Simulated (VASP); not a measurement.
# CdSe4 (I4/m) in VASP: relaxation of cell and atoms with PBE

Aim: the relaxation of cell and atoms of CdSe4 with PBE.

All numbers are computed with VASP 6.6.1; they aren't measurements. Logs are shortened: lines on timing, memory, paths and dates and some standing lists are left out, and cuts for length are marked.

### Step 1. The cell of the first run

Symmetry: I4/m, No. 87, tetragonal system. Conventional cell: a = 8.310 Å, b = 8.310 Å, c = 4.357 Å, α = 90.00°, β = 90.00°, γ = 90.00°. Within 3.7 Å of Cd (site symmetry 4/m) lie 4 Se at 2.78 Å. Se (site symmetry m) has 2 Se at 2.51 Å and 1 Cd at 2.78 Å within 3.3 Å.

The cell was generated, and may not be a known phase.

### Step 2. Relaxation of cell and atoms, PBE

Input file INCAR:

```
ALGO = Fast
EDIFF = 1E-6
EDIFFG = -0.01
ENCUT = 600
GGA = PE
IBRION = 2
ISIF = 3
ISMEAR = 0
LASPH = True
LCHARG = False
LREAL = False
LWAVE = False
NELM = 80
NSW = 100
PREC = Accurate
SIGMA = 0.1
```

Input file KPOINTS:

```
k-points
0
Gamma
  10 10 10
```

Input file POSCAR:

```
CdSe4
1.0
   -4.1550347883      4.1550347883      2.1786463073
    4.1550347883     -4.1550347883      2.1786463073
    4.1550347883      4.1550347883     -2.1786463073
Cd Se
1 4
Direct
    0.0000000000      0.0000000000      0.0000000000
    0.7187840955      0.8183352834      0.5371193788
    0.8183352834      0.2812159045      0.0995511879
    0.1816647166      0.7187840955      0.9004488121
    0.2812159045      0.1816647166      0.4628806212
```

Potentials or basis: VASP PAW PBE potentials, release 64 (Cd, Se).

Run with:

```sh
$ cat potpaw_PBE.64/Cd/POTCAR potpaw_PBE.64/Se/POTCAR > POTCAR
$ mpirun -np 1 vasp_std > vasp.out
```

OUTCAR:

```text
EDIFF = 1E-6
   EDIFFG = -0.01
   ENCUT = 600
   GGA = PE
   IBRION = 2
   ISIF = 3
   ISMEAR = 0
   LASPH = True
   LREAL = False
   NELM = 80
   NSW = 100
   PREC = Accurate

 ion  position               nearest neighbor table
   1  0.000  0.000  0.000-   3 2.78   4 2.78   2 2.78   5 2.78
   2  0.719  0.818  0.537-   5 2.51   5 2.51   1 2.78
   3  0.818  0.281  0.100-   4 2.51   4 2.51   1 2.78
   4  0.182  0.719  0.900-   3 2.51   3 2.51   1 2.78
   5  0.281  0.182  0.463-   2 2.51   2 2.51   1 2.78

  LATTYP: Found a body centered tetragonal cell.
 ALAT       =     8.3100695766
 C/A-ratio  =     0.5243388848

  Lattice vectors:

 A1 = (  -4.1550347883,   4.1550347883,   2.1786463073)
 A2 = (   4.1550347883,  -4.1550347883,   2.1786463073)
 A3 = (   4.1550347883,   4.1550347883,  -2.1786463073)

Analysis of symmetry for initial positions (statically):
=====================================================================
 Subroutine PRICEL returns:
 Original cell was already a primitive cell.

 Routine SETGRP: Setting up the symmetry group for a
 body centered tetragonal supercell.

 Subroutine GETGRP returns: Found  8 space group operations
 (whereof  8 operations were pure point group operations)
 out of a pool of 16 trial point group operations.

The static configuration has the point symmetry C_4h.

Analysis of symmetry for dynamics (positions and initial velocities):
=====================================================================
 Subroutine PRICEL returns:
 Original cell was already a primitive cell.

 Routine SETGRP: Setting up the symmetry group for a
 body centered tetragonal supercell.

 Subroutine GETGRP returns: Found  8 space group operations
 (whereof  8 operations were pure point group operations)
 out of a pool of 16 trial point group operations.

The dynamic configuration has the point symmetry C_4h.

 Subroutine INISYM returns: Found  8 space group operations
 (whereof  8 operations are pure point group operations),
 and found     1 'primitive' translations

----------------------------------------------------------------------------------------

                                     Primitive cell

  volume of cell :     150.4513

  direct lattice vectors                    reciprocal lattice vectors
    -4.155034788  4.155034788  2.178646307     0.000000000  0.120335936  0.229500309
     4.155034788 -4.155034788  2.178646307     0.120335936  0.000000000  0.229500309
     4.155034788  4.155034788 -2.178646307     0.120335936  0.120335936  0.000000000

  length of vectors
     6.266987148  6.266987148  6.266987148     0.259135349  0.259135349  0.170180713

  position of ions in fractional coordinates (direct lattice)
     0.000000000  0.000000000  0.000000000
     0.718784095  0.818335283  0.537119379
     0.818335283  0.281215905  0.099551188
     0.181664717  0.718784095  0.900448812
     0.281215905  0.181664717  0.462880621

  ion indices of the primitive-cell ions
   primitive index   ion index
                 1           1
                 2           2
                 3           3
                 4           4
                 5           5

----------------------------------------------------------------------------------------

 KPOINTS: k-points

Automatic generation of k-mesh.
 Grid dimensions read from file:
 generate k-points for:   10   10   10

 Generating k-lattice:

  Cartesian coordinates                     Fractional coordinates (reciprocal lattice)
     0.000000000  0.012033594  0.022950031     0.100000000  0.000000000  0.000000000
     0.012033594  0.000000000  0.022950031     0.000000000  0.100000000  0.000000000
     0.012033594  0.012033594  0.000000000     0.000000000  0.000000000  0.100000000

  Length of vectors
     0.025913535  0.025913535  0.017018071

  Shift w.r.t. Gamma in fractional coordinates (k-lattice)
     0.000000000  0.000000000  0.000000000

 Subroutine IBZKPT returns following result:
 ===========================================

 Found    144 irreducible k-points:

 Following reciprocal coordinates:
            Coordinates               Weight
  0.000000  0.000000  0.000000      1.000000
  0.100000 -0.000000  0.000000      8.000000
  0.200000 -0.000000  0.000000      8.000000
  0.300000  0.000000  0.000000      8.000000
  0.400000 -0.000000  0.000000      8.000000
  0.500000 -0.000000  0.000000      4.000000
[... 16 lines left out ...]
  0.200000  0.200000  0.000000      8.000000
  0.300000  0.200000  0.000000      8.000000
 [... further k-points ...]
   k-points           NKPTS =    144   k-points in BZ     NKDIM =    144   number of bands    NBANDS=     22
   number of dos      NEDOS =    301   number of ions     NIONS =      5
   total plane-waves  NPLWV = 125000
   dimension x,y,z NGX =    50 NGY =   50 NGZ =   50
   dimension x,y,z NGXF=   100 NGYF=  100 NGZF=  100
   ions per type =               1   4
   NGX,Y,Z   is equivalent  to a cutoff of  13.26, 13.26, 13.26 a.u.
   NGXF,Y,Z  is equivalent  to a cutoff of  26.53, 26.53, 26.53 a.u.
 SYSTEM =  unknown system
   PREC   = accura    normal or accurate (medium, high low for compatibility)
   ISTART =      0    job   : 0-new  1-cont  2-samecut
   ICHARG =      2    charge: 1-file 2-atom 10-const
   ISPIN  =      1    spin polarized calculation?
   LNONCOLLINEAR =      F non collinear calculations
   LSORBIT =      F    spin-orbit coupling
   LASPH  =      T    aspherical Exc in radial PAW
   ENCUT  =  600.0 eV  44.10 Ry    6.64 a.u.  12.52 12.52 12.52*2*pi/ulx,y,z
   NELM   =     80;   NELMIN=  2; NELMDL= -5     # of ELM steps
   EDIFF  = 0.1E-05   stopping-criterion for ELM
   LREAL  =      F    real-space projection
   EDIFFG = -.1E-01   stopping-criterion for IOM
   NSW    =    100    number of steps for IOM
   IBRION =      2    ionic relax: 0-MD 1-quasi-New 2-CG
   NFREE  =      1    steps in history (QN), initial steepest desc. (CG)
   ISIF   =      3    stress and relaxation
   ISYM   =      2    0-nonsym 1-usesym 2-fastsym
   POTIM  = 0.5000    time-step for ionic-motion
   TEBEG  =    0.0;   TEEND  =   0.0 temperature during run
   PSTRESS=    0.0 pullay stress
   NELECT =      36.0000    total number of electrons
   NUPDOWN=      -1.0000    fix difference up-down
   EMIN   =  10.00;   EMAX   =-10.00  energy-range for DOS
   EFERMI =   0.00;   METHOD = LEGACY
   ISMEAR =     0;   SIGMA  =   0.10  broadening in eV -4-tet -1-fermi 0-gaus
   EFERMI_NEDOS =   21; number of points for ismear=-14 and -15
   IALGO  =     68    algorithm
   IMIX   =      4    mixing-type and parameters
     AMIX     =   0.40;   BMIX     =  1.00
     AMIX_MAG =   1.60;   BMIX_MAG =  1.00
  volume/ion in A,a.u.               =      30.09       203.06
  Fermi-wavevector in a.u.,A,eV,Ry     =   1.016351  1.920625 14.054397  1.032969
  Thomas-Fermi vector in A             =   2.149689
   LORBIT       =      0    0 simple, 1 ext, 2 COOP (PROOUT), +10 PAW based schemes
   GGA     = PE    functional components
   LHFCALC =     F    Hartree Fock is set to
   AEXX    =    0.0000 exact exchange contribution
   IVDW    =     0    specifies the selected vdW correction
   LEPSILON=     F    determine dielectric tensor
   LRPA    =     F    only Hartree local field effects (RPA)
 conjugate gradient relaxation of ions
 non-spin polarized calculation
 RMM-DIIS sequential band-by-band and
 Gauss-broadening in eV      SIGMA  =   0.10
  energy-cutoff  :      600.00
  volume of cell :      150.45
 maximum number of plane-waves:      5061
   NGX = 25   NGY = 25   NGZ = 25

--------------------------------------- Ionic step        1  -------------------------------------------

 number of electron      36.0000001 magnetization

 Free energy of the ion-electron system (eV)
  ---------------------------------------------------
  ext. energy  EPLUGINS =         0.00000000
  ---------------------------------------------------
  free energy    TOTEN  =       -14.78401925 eV

  energy without entropy =      -14.77902990  energy(sigma->0) =      -14.78152457

------------------------ aborting loop because EDIFF is reached ----------------------------------------

  FORCE on cell =-STRESS in cart. coord.  units (eV):
  Direction    XX          YY          ZZ          XY          YZ          ZX
  --------------------------------------------------------------------------------------
  -------------------------------------------------------------------------------------
  Total        0.1118649      0.1118649      0.2858983      0.0000003     -0.0000000      0.0000000
  in kB        1.1912650      1.1912650      3.0445707      0.0000027     -0.0000000      0.0000000
  external PRESSURE =       1.8090336 kB  Pullay stress =       0.0000000 kB
[... 297 lines left out ...]
  energy  without entropy=      -14.7784973034  energy(sigma->0) =      -14.78176855

--------------------------------------- Ionic step        9  -------------------------------------------

 number of electron      36.0000002 magnetization

 Free energy of the ion-electron system (eV)
  ---------------------------------------------------
  ext. energy  EPLUGINS =         0.00000000
  ---------------------------------------------------
  free energy    TOTEN  =       -14.78506743 eV

  energy without entropy =      -14.77845634  energy(sigma->0) =      -14.78176189

 E-fermi :   1.8813     XC(G=0):  -8.4497

 val. band max:        1.8804849000   @ k =  -0.2000   0.2000  -0.1000
 cond. band min:       1.8836925628   @ k =  -0.1000  -0.2000   0.1000
 fundamental gap:      0.0032076628
 Fermi energy:         1.8813319968

 k-point     1 :       0.0000    0.0000    0.0000
  band No.  band energies     occupation
      1     -13.1367      2.00000
      2     -12.7173      2.00000
      3      -8.9239      2.00000
      4      -8.9239      2.00000
      5      -6.8649      2.00000
      6      -6.7668      2.00000
[... 574 lines left out ...]
      6      -6.7839      2.00000
[... 14 lines left out ...]
     21       4.0203      0.00000
     22       4.1724      0.00000

 [... further k-points ...]
[... 5 lines left out ...]
  --------------------------------------------------------------------------------------
  -------------------------------------------------------------------------------------
  Total        0.0060213      0.0060213     -0.0031350      0.0000003      0.0000000     -0.0000000
  in kB        0.0636844      0.0636844     -0.0331578      0.0000027      0.0000000     -0.0000000
  external PRESSURE =       0.0314037 kB  Pullay stress =       0.0000000 kB
[... 20 lines left out ...]
  FREE ENERGIE OF THE ION-ELECTRON SYSTEM (eV)
  ---------------------------------------------------
  free  energy   TOTEN  =       -14.7850674341 eV

  energy  without entropy=      -14.7784563407  energy(sigma->0) =      -14.78176189

 reached required accuracy - stopping structural energy minimisation
```

Wall time 68 min (1 thread of Oxide Virtual Turin-like, shared host); peak memory 0.74 GiB.

Results:

| Property | Result |
| --- | --- |
| Free energy | -14.7851 eV |
| Relaxed volume | 30.30 Å³/atom |
| Relaxed cell | a = 6.278 Å, b = 6.278 Å, c = 6.278 Å, α = 96.98°, β = 96.98°, γ = 139.21° |
| Space group after relaxing (to 0.1 Å) | I4/m (No. 87) |
| Energy gained by relaxing | 0.2 meV/atom |
| Ionic steps | 9 |
| Pressure after relaxing | 0.0 GPa |
| Largest force after relaxing | 0.007 eV/Å |
| Band gap on the k mesh | zero (bands 18 and 19 overlap by 2.70 eV) |

Forces in eV/Å, atoms in the order of the input:
```
Cd   0.000  0.000  0.000
Se   0.004  0.006  0.000
Se  -0.006  0.004  0.000
Se   0.006 -0.004  0.000
Se  -0.004 -0.006  0.000
```

Step by step:
```csv
step,energy change (eV),largest force (eV/Å),pressure (GPa),volume (Å³)
1,0.0000,0.0299,0.18,150.45
2,-0.0006,0.0439,-0.02,151.19
3,-0.0006,0.0465,-0.06,151.31
4,-0.0010,0.0173,-0.03,151.43
5,-0.0010,0.0123,-0.01,151.47
6,-0.0010,0.0205,0.00,151.54
7,-0.0010,0.0120,-0.01,151.48
8,-0.0010,0.0124,0.00,151.49
9,-0.0010,0.0073,0.00,151.49
```

Final structure:
```cif
data_structure
_symmetry_space_group_name_H-M 'P 1'
_symmetry_Int_Tables_number 1
_cell_length_a 6.2776
_cell_length_b 6.2776
_cell_length_c 6.2776
_cell_angle_alpha 96.976
_cell_angle_beta 96.976
_cell_angle_gamma 139.210
_cell_volume 151.49
loop_
_atom_site_label
_atom_site_type_symbol
_atom_site_fract_x
_atom_site_fract_y
_atom_site_fract_z
_atom_site_occupancy
Cd1 Cd 0.00000 0.00000 0.00000 1
Se1 Se 0.71914 0.81770 0.53684 1
Se2 Se 0.81770 0.28086 0.09857 1
Se3 Se 0.18230 0.71914 0.90143 1
Se4 Se 0.28086 0.18230 0.46316 1
```
